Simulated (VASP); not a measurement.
Here is a VASP 6.6.1 calculation.

Contents of INCAR:

```
PREC = Accurate
ENCUT = 520
EDIFF = 1E-6
ISMEAR = -1
SIGMA = 0.05
LREAL = F
LASPH = T
NELM = 150
ALGO = Normal
ISIF = 2
LWAVE = F
LCHARG = F
ISPIN = 2
MAGMOM = 3 0
LORBIT = 11
NUPDOWN = 3.0
LMAXMIX = 4
GGA = PE
NBANDS = 20
```

Contents of KPOINTS:

```
regular mesh
0
Gamma
  9 9 9
```

File POSCAR:

```
MnO
1.0
    0.0000000000      2.2239077028      2.2239077028
    2.2239077028      0.0000000000      2.2239077028
    2.2239077028      2.2239077028      0.0000000000
Mn O
1 1
Direct
    0.0000000000      0.0000000000      0.0000000000
    0.5000000000      0.5000000000      0.5000000000
```

Potentials or basis: VASP PAW PBE potentials, release 64 (Mn_pv, O).

Launch:

```sh
$ cat potpaw_PBE.64/Mn_pv/POTCAR potpaw_PBE.64/O/POTCAR > POTCAR
$ mpirun -np 1 vasp_std > vasp.out
```

(1) Predict the pressure.

## Answers

(1) -23.3 GPa.

Caveat: the total moment is fixed, so each spin has its own Fermi level; a cell with one magnetic atom can't hold antiferromagnetic order, which such compounds often take.
